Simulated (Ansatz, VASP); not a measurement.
## TlWF6: VASP beside Ansatz

```
Tl W F
1.0
     0.00000    4.43700    4.43700
     4.43700    0.00000    4.43700
     4.43700    4.43700    0.00000
Tl W F
1 1 6
Direct
  0.50000 0.50000 0.50000
  0.00000 0.00000 0.00000
  0.75000 0.25000 0.25000
  0.25000 0.75000 0.75000
  0.25000 0.75000 0.25000
  0.75000 0.25000 0.75000
  0.25000 0.25000 0.75000
  0.75000 0.75000 0.25000
```

Alike in both runs: task single point; functional PBE; k mesh 4 × 4 × 4; occupations gaussian, width 0.1 eV; no spin polarisation.

|  | VASP | Ansatz |
| --- | --- | --- |
| version | VASP 6.6.1 | Ansatz 0.2.0 |
| potentials or method | VASP PAW PBE potentials, release 64 (Tl_d, W_sv, F), cutoff 520 eV | scalar-relativistic, plane waves, PAW |
| valence electrons in the cell | 69 | 69 |

|  | VASP | Ansatz | Ansatz less VASP |
| --- | --- | --- | --- |
| gap on the k mesh at the Fermi level (eV) | none | none | - |
| pressure (GPa) | -5.8 | -5.8 | -0.03 |

A gap of «none» marks a metal or a gap that the smearing closes.

Spin-orbit coupling is off throughout.
